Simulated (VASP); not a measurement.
# FeCo (Pm-3m) in VASP: single point with PBE

Aim: the single point of FeCo with PBE.

Everything below comes from runs of VASP 6.6.1. Logs are shortened: lines on timing, memory, paths and dates and some standing lists are left out, and cuts for length are marked.

### Step 1. The cell of the first run

The structure is cubic, space group Pm-3m (No. 221). Conventional cell: a = 2.834 Å, b = 2.834 Å, c = 2.834 Å, α = 90.00°, β = 90.00°, γ = 90.00°. Within 3.2 Å of Co (site symmetry m-3m) lie 8 Fe at 2.45 Å and 6 Co at 2.83 Å. Within 3.2 Å of Fe (site symmetry m-3m) lie 8 Co at 2.45 Å and 6 Fe at 2.83 Å.

### Step 2. Single point, PBE

File INCAR:

```
PREC     = Accurate       # precision mode
ENCUT    = 600            # plane-wave cutoff, eV
EDIFF    = 1E-6           # SCF threshold, eV
ISMEAR   = -1             # smearing method
SIGMA    = 0.1            # smearing width, eV
LREAL    = F              # projectors in reciprocal space
LASPH    = T              # aspherical terms in the spheres
NELM     = 120            # most SCF steps
ALGO     = Normal         # electronic algorithm
ISIF     = 2              # what is computed and relaxed
LWAVE    = F              # write WAVECAR
LCHARG   = T              # write CHGCAR
GGA      = PE             # functional
LELF     = T              # ELF
LVHAR    = T            
NBANDS   = 16             # bands
GGA_COMPAT= F
```

File KPOINTS:

```
regular mesh
0
Gamma
  12 12 12
```

File POSCAR:

```
FeCo
1.0
    2.8343050000      0.0000000000      0.0000000000
    0.0000000000      2.8343050000      0.0000000000
    0.0000000000      0.0000000000      2.8343050000
Co Fe
1 1
Direct
    0.0000000000      0.0000000000      0.0000000000
    0.5000000000      0.5000000000      0.5000000000
```

Potentials or basis: VASP PAW PBE potentials, release 64 (Co, Fe).

The run is started by

```sh
> cat potpaw_PBE.64/Co/POTCAR potpaw_PBE.64/Fe/POTCAR > POTCAR
> mpirun -np 1 vasp_std > vasp.out
```

OUTCAR:

```text
PREC = Accurate
   ENCUT = 600
   EDIFF = 1E-6
   ISMEAR = -1
   LREAL = F
   LASPH = T
   NELM = 120
   ISIF = 2
   GGA = PE

 ion  position               nearest neighbor table
   1  0.000  0.000  0.000-   2 2.45   2 2.45   2 2.45   2 2.45   2 2.45   2 2.45   2 2.45   2 2.45

   2  0.500  0.500  0.500-   1 2.45   1 2.45   1 2.45   1 2.45   1 2.45   1 2.45   1 2.45   1 2.45

  LATTYP: Found a simple cubic cell.
 ALAT       =     2.8343050000

  Lattice vectors:

 A1 = (   2.8343050000,   0.0000000000,   0.0000000000)
 A2 = (   0.0000000000,   2.8343050000,   0.0000000000)
 A3 = (   0.0000000000,   0.0000000000,   2.8343050000)

Analysis of symmetry for initial positions (statically):
=====================================================================
 Subroutine PRICEL returns:
 Original cell was already a primitive cell.

 Routine SETGRP: Setting up the symmetry group for a
 simple cubic supercell.

 Subroutine GETGRP returns: Found 48 space group operations
 (whereof 48 operations were pure point group operations)
 out of a pool of 48 trial point group operations.

The static configuration has the point symmetry O_h .

Analysis of symmetry for dynamics (positions and initial velocities):
=====================================================================
 Subroutine PRICEL returns:
 Original cell was already a primitive cell.

 Routine SETGRP: Setting up the symmetry group for a
 simple cubic supercell.

 Subroutine GETGRP returns: Found 48 space group operations
 (whereof 48 operations were pure point group operations)
 out of a pool of 48 trial point group operations.

The dynamic configuration has the point symmetry O_h .

 Subroutine INISYM returns: Found 48 space group operations
 (whereof 48 operations are pure point group operations),
 and found     1 'primitive' translations

----------------------------------------------------------------------------------------

                                     Primitive cell

  volume of cell :      22.7688

  direct lattice vectors                    reciprocal lattice vectors
     2.834305000  0.000000000  0.000000000     0.352820180  0.000000000  0.000000000
     0.000000000  2.834305000  0.000000000     0.000000000  0.352820180  0.000000000
     0.000000000  0.000000000  2.834305000     0.000000000  0.000000000  0.352820180

  length of vectors
     2.834305000  2.834305000  2.834305000     0.352820180  0.352820180  0.352820180

  position of ions in fractional coordinates (direct lattice)
     0.000000000  0.000000000  0.000000000
     0.500000000  0.500000000  0.500000000

  ion indices of the primitive-cell ions
   primitive index   ion index
                 1           1
                 2           2

----------------------------------------------------------------------------------------

 KPOINTS: regular mesh

Automatic generation of k-mesh.
 Grid dimensions read from file:
 generate k-points for:   12   12   12

 Generating k-lattice:

  Cartesian coordinates                     Fractional coordinates (reciprocal lattice)
     0.029401682  0.000000000  0.000000000     0.083333333  0.000000000  0.000000000
     0.000000000  0.029401682  0.000000000     0.000000000  0.083333333  0.000000000
     0.000000000  0.000000000  0.029401682     0.000000000  0.000000000  0.083333333

  Length of vectors
     0.029401682  0.029401682  0.029401682

  Shift w.r.t. Gamma in fractional coordinates (k-lattice)
     0.000000000  0.000000000  0.000000000

 Subroutine IBZKPT returns following result:
 ===========================================

 Found     84 irreducible k-points:

 Following reciprocal coordinates:
            Coordinates               Weight
  0.000000  0.000000  0.000000      1.000000
  0.083333  0.000000  0.000000      6.000000
  0.166667  0.000000  0.000000      6.000000
  0.250000  0.000000  0.000000      6.000000
  0.333333  0.000000  0.000000      6.000000
  0.416667  0.000000  0.000000      6.000000
[... 16 lines left out ...]
  0.333333  0.333333  0.000000     12.000000
  0.416667  0.333333  0.000000     24.000000
 [... further k-points ...]
   k-points           NKPTS =     84   k-points in BZ     NKDIM =     84   number of bands    NBANDS=     16
   number of dos      NEDOS =    301   number of ions     NIONS =      2
   total plane-waves  NPLWV =  13824
   dimension x,y,z NGX =    24 NGY =   24 NGZ =   24
   dimension x,y,z NGXF=    48 NGYF=   48 NGZF=   48
   ions per type =               1   1
   NGX,Y,Z   is equivalent  to a cutoff of  14.08, 14.08, 14.08 a.u.
   NGXF,Y,Z  is equivalent  to a cutoff of  28.15, 28.15, 28.15 a.u.
 SYSTEM =  unknown system
   PREC   = accura    normal or accurate (medium, high low for compatibility)
   ISTART =      0    job   : 0-new  1-cont  2-samecut
   ICHARG =      2    charge: 1-file 2-atom 10-const
   ISPIN  =      1    spin polarized calculation?
   LNONCOLLINEAR =      F non collinear calculations
   LSORBIT =      F    spin-orbit coupling
   LASPH  =      T    aspherical Exc in radial PAW
   ENCUT  =  600.0 eV  44.10 Ry    6.64 a.u.   5.66  5.66  5.66*2*pi/ulx,y,z
   NELM   =    120;   NELMIN=  2; NELMDL= -5     # of ELM steps
   EDIFF  = 0.1E-05   stopping-criterion for ELM
   LREAL  =      F    real-space projection
   EDIFFG = 0.1E-04   stopping-criterion for IOM
   NSW    =      0    number of steps for IOM
   IBRION =     -1    ionic relax: 0-MD 1-quasi-New 2-CG
   NFREE  =      0    steps in history (QN), initial steepest desc. (CG)
   ISIF   =      2    stress and relaxation
   ISYM   =      2    0-nonsym 1-usesym 2-fastsym
   POTIM  = 0.5000    time-step for ionic-motion
   TEBEG  =    0.0;   TEEND  =   0.0 temperature during run
   PSTRESS=    0.0 pullay stress
   NELECT =      17.0000    total number of electrons
   NUPDOWN=      -1.0000    fix difference up-down
   EMIN   =  10.00;   EMAX   =-10.00  energy-range for DOS
   EFERMI =   0.00;   METHOD = LEGACY
   ISMEAR =    -1;   SIGMA  =   0.10  broadening in eV -4-tet -1-fermi 0-gaus
   EFERMI_NEDOS =   21; number of points for ismear=-14 and -15
   IALGO  =     38    algorithm
   IMIX   =      4    mixing-type and parameters
     AMIX     =   0.40;   BMIX     =  1.00
     AMIX_MAG =   1.60;   BMIX_MAG =  1.00
  volume/ion in A,a.u.               =      11.38        76.83
  Fermi-wavevector in a.u.,A,eV,Ry     =   1.485176  2.806575 30.011015  2.205747
  Thomas-Fermi vector in A             =   2.598620
   LORBIT       =      0    0 simple, 1 ext, 2 COOP (PROOUT), +10 PAW based schemes
   GGA     = PE    functional components
   LHFCALC =     F    Hartree Fock is set to
   AEXX    =    0.0000 exact exchange contribution
   IVDW    =     0    specifies the selected vdW correction
   LEPSILON=     F    determine dielectric tensor
   LRPA    =     F    only Hartree local field effects (RPA)
 non-spin polarized calculation
  energy-cutoff  :      600.00
  volume of cell :       22.77
 maximum number of plane-waves:       772
 NGX is ok and might be reduce to    24
   NGX = 11   NGY = 11   NGZ = 11

 number of electron      17.0000000 magnetization

 Free energy of the ion-electron system (eV)
  ---------------------------------------------------
  ext. energy  EPLUGINS =         0.00000000
  ---------------------------------------------------
  free energy    TOTEN  =       -14.34786059 eV

  energy without entropy =      -14.11279727  energy(sigma->0) =      -14.23032893

 E-fermi :   7.6084     XC(G=0): -13.1428

 val. band max:        7.6074603634   @ k =   0.5000   0.5000   0.1667
 cond. band min:       7.6102558656   @ k =   0.3333   0.2500   0.0833
 fundamental gap:      0.0027955023
 Fermi energy:         7.6083883003

 k-point     1 :       0.0000    0.0000    0.0000
  band No.  band energies     occupation
      1      -0.8030      2.00000
      2       3.6428      2.00000
      3       3.6428      2.00000
      4       5.9840      2.00000
      5       5.9840      2.00000
      6       5.9840      2.00000
[... 8 lines left out ...]
     15      23.4221      0.00000
     16      23.4221      0.00000

 k-point     2 :       0.0833    0.0000    0.0000
  band No.  band energies     occupation
      1      -0.6604      2.00000
      2       3.6971      2.00000
      3       3.7054      2.00000
      4       5.9813      2.00000
      5       5.9813      2.00000
      6       6.0216      2.00000
[... 8 lines left out ...]
     15      23.4621      0.00000
     16      24.1192      0.00000

 k-point     3 :       0.1667    0.0000    0.0000
  band No.  band energies     occupation
      1      -0.2400      2.00000
      2       3.8386      2.00000
      3       3.8896      2.00000
      4       5.9792      2.00000
      5       5.9792      2.00000
      6       6.1318      2.00000
[... 8 lines left out ...]
     15      23.5860      0.00000
     16      25.0710      0.00000

 k-point     4 :       0.2500    0.0000    0.0000
  band No.  band energies     occupation
      1       0.4334      2.00000
      2       3.9999      2.00000
      3       4.1849      2.00000
      4       5.9941      2.00000
      5       5.9941      2.00000
      6       6.3068      2.00000
[... 8 lines left out ...]
     15      23.8048      0.00000
     16      25.6225      0.00000
[... 324 lines left out ...]
 k-point    22 :       0.5000    0.2500    0.0000
  band No.  band energies     occupation
      1       3.4037      2.00000
      2       3.4906      2.00000
      3       5.4174      2.00000
      4       5.4405      2.00000
      5       5.6407      2.00000
      6       5.7717      2.00000
[... 8 lines left out ...]
     15      25.5406      0.00000
     16      25.9449      0.00000

 k-point    23 :       0.3333    0.3333    0.0000
  band No.  band energies     occupation
      1       2.6728      2.00000
      2       3.9011      2.00000
      3       5.1725      2.00000
      4       5.5109      2.00000
      5       5.5795      2.00000
      6       6.0724      2.00000
[... 8 lines left out ...]
     15      23.6640      0.00000
     16      25.3421      0.00000

 k-point    24 :       0.4167    0.3333    0.0000
  band No.  band energies     occupation
      1       3.0809      2.00000
      2       3.6690      2.00000
      3       5.1078      2.00000
      4       5.3130      2.00000
      5       5.9542      2.00000
      6       6.3781      1.99999
[... 8 lines left out ...]
     15      24.9667      0.00000
     16      25.6522      0.00000

 [... further k-points ...]

------------------------ aborting loop because EDIFF is reached ----------------------------------------

  FORCE on cell =-STRESS in cart. coord.  units (eV):
  Direction    XX          YY          ZZ          XY          YZ          ZX
  --------------------------------------------------------------------------------------
  -------------------------------------------------------------------------------------
  Total       -2.2826447     -2.2826447     -2.2826447      0.0000000      0.0000000     -0.0000000
  in kB     -160.6235271   -160.6235271   -160.6235271      0.0000000      0.0000000     -0.0000000
  external PRESSURE =    -160.6235271 kB  Pullay stress =       0.0000000 kB

 VOLUME and BASIS-vectors are now :
 -----------------------------------------------------------------------------
  energy-cutoff  :      600.00
  volume of cell :       22.77
      direct lattice vectors                 reciprocal lattice vectors
     2.834305000  0.000000000  0.000000000     0.352820180  0.000000000  0.000000000
     0.000000000  2.834305000  0.000000000     0.000000000  0.352820180  0.000000000
     0.000000000  0.000000000  2.834305000     0.000000000  0.000000000  0.352820180

 POSITION                                       TOTAL-FORCE (eV/Angst)
 -----------------------------------------------------------------------------------
      0.00000      0.00000      0.00000         0.000000      0.000000      0.000000
      1.41715      1.41715      1.41715         0.000000      0.000000      0.000000
 -----------------------------------------------------------------------------------
    total drift:                                0.000000      0.000000     -0.000000

  FREE ENERGIE OF THE ION-ELECTRON SYSTEM (eV)
  ---------------------------------------------------
  free  energy   TOTEN  =       -14.3478605863 eV

  energy  without entropy=      -14.1127972650  energy(sigma->0) =      -14.23032893
```

It took 18 s on 1 thread of Intel Xeon Platinum 8488C (Sapphire Rapids), shared host; peak memory 0.17 GiB.

Results:

```yaml
Free_energy: -14.3479 eV
Pressure: -16.1 GPa
Band_gap_on_the_k_mesh: zero (an odd number of electrons rules out a gap without spin polarisation)
```

Caveat: the cell stands under tension; the run has no spin polarisation, though such a crystal can be magnetic. Spin polarisation is off, so any magnetic state and its effect on volume and gap are missing.
